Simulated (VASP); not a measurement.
Write the native input for VASP 6.6.1 that does the following.

| Property | Result |
| --- | --- |
| Task | single point |
| Functional | PBE |
| Potentials or basis | VASP PAW PBE potentials, release 64 (Si, Ge_d) |
| Cutoff | 520 eV |
| k mesh | 12 × 12 × 8 |
| Occupations | gaussian, width 0.1 eV |
| Spin | no spin polarisation |
| Dipole correction | no |
| Further INCAR settings | ALGO = Normal; EDIFF = 1e-06; NBANDS = 26 |

The structure of Si5Ge lies in POSCAR:

```
Si5Ge
1.0
    4.8142966971     -0.0000000028      0.0000000000
   -2.4071483461      4.1693032425      0.0000000000
    0.0000000000      0.0000000000      4.5939567701
Si Ge
5 1
Direct
    0.6666666667      0.3333333333      0.0000000000
    0.3333333333      0.6666666667      0.0000000000
    0.3553513756      0.0000000000      0.5000000000
    0.0000000000      0.3553513756      0.5000000000
    0.6446486244      0.6446486244      0.5000000000
    0.0000000000      0.0000000000      0.0000000000
```

These files were run (other wordings do the same):

INCAR

```
ALGO = Normal
EDIFF = 1E-6
ENCUT = 520
GGA = PE
ISIF = 2
ISMEAR = 0
LASPH = True
LCHARG = True
LELF = True
LREAL = False
LVHAR = True
LWAVE = False
NBANDS = 26
NELM = 60
PREC = Accurate
SIGMA = 0.1
```

KPOINTS

```
k-points
0
Gamma
  12 12 8
```

Potentials or basis: VASP PAW PBE potentials, release 64 (Si, Ge_d).

Launch:

```console
$ cat potpaw_PBE.64/Si/POTCAR potpaw_PBE.64/Ge_d/POTCAR > POTCAR
$ mpirun -np 1 vasp_std > vasp.out
```

Results of the run:

The pressure is 0.0 GPa and the band gap on the k mesh is zero (bands 17 and 18 overlap by 4.84 eV).

Wall time 60 s on 1 thread of Intel(R) Xeon(R) 6975P-C (Granite Rapids) (shared host), peak memory 0.32 GiB.
